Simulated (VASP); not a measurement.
Write the native input for VASP 6.6.1 that does the following.

- Task: single point
- Functional: PBE
- Potentials or basis: VASP PAW PBE potentials, release 64 (B, Si)
- Cutoff: 520 eV
- k mesh: 4 × 4 × 4
- Occupations: fermi-dirac, width 0.1 eV
- Spin: no spin polarisation
- Dipole correction: no
- Further INCAR settings: ALGO = Normal; EDIFF = 1e-07; NBANDS = 20

The structure of SiB6 lies in POSCAR:

```
SiB6
1.0
    4.1371010000      0.0000000000      0.0000000000
    0.0000000000      4.1371010000      0.0000000000
    0.0000000000      0.0000000000      4.1371010000
B Si
6 1
Direct
    0.1945383978      0.4784439635      0.4869286488
    0.4939069653      0.1894867928      0.4889051536
    0.7941355553      0.4827426258      0.4854553950
    0.4933933206      0.7794574027      0.5047254104
    0.4881725150      0.5119210288      0.1934040286
    0.5022840873      0.4782438234      0.7832412117
    0.0160834845      0.0354642055      0.0167392578
```

These files were run (other wordings do the same):

INCAR

```
PREC = Accurate
ENCUT = 520
EDIFF = 1E-7
ISMEAR = -1
SIGMA = 0.1
LREAL = False
LASPH = True
NELM = 80
ALGO = Normal
ISIF = 2
LWAVE = False
LCHARG = False
GGA = PE
NBANDS = 20
```

KPOINTS

```
Automatic mesh
0
Gamma
  4 4 4
```

Potentials or basis: VASP PAW PBE potentials, release 64 (B, Si).

Run with:

```bash
$ cat potpaw_PBE.64/B/POTCAR potpaw_PBE.64/Si/POTCAR > POTCAR
$ mpirun -np 1 vasp_std > vasp.out
```

It gave:

```json
{"Pressure": "0.8 GPa", "Largest force": "1.856 eV/Å", "Band gap on the k mesh": "0.18 eV (least direct gap 0.65 eV)"}
```

Caveat: forces of over 1 eV/Å act on the atoms, so gaps and moduli don't describe the material at rest.

Run time: 28 s on 1 thread of Intel(R) Xeon(R) Platinum 8488C (Sapphire Rapids), on a shared host, peak memory 0.18 GiB.
